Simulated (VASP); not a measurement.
A run of VASP 6.6.1:

INCAR

```
PREC = Accurate
ENCUT = 520
EDIFF = 1E-7
ISMEAR = -1
SIGMA = 0.05
LREAL = False
LASPH = True
NELM = 150
ALGO = Normal
ISIF = 2
LWAVE = False
LCHARG = False
ISPIN = 2
MAGMOM = 1
LORBIT = 11
LMAXMIX = 4
GGA = CA
NBANDS = 14
```

KPOINTS

```
regular mesh
0
Gamma
  23 23 23
```

File POSCAR:

```
Ir
1.0
    0.0000000000      1.9791995332      1.9791995332
    1.9791995332      0.0000000000      1.9791995332
    1.9791995332      1.9791995332      0.0000000000
Ir
1
Direct
    0.0000000000      0.0000000000      0.0000000000
```

Potentials or basis: VASP PAW LDA potentials, release 64 (Ir).

Launch:

```bash
$ cat potpaw_LDA.64/Ir/POTCAR > POTCAR
$ mpirun -np 1 vasp_std > vasp.out
```

Hardware: 1 thread of Intel(R) Xeon(R) Platinum 8488C (Sapphire Rapids) (shared host).

**Question.** Estimate the wall time of this run.

**Answer.** Run time: 76 s on 1 thread of Intel(R) Xeon(R) Platinum 8488C (Sapphire Rapids) (shared host), peak memory 0.23 GiB. Counts: scf iterations 14, k points 364.
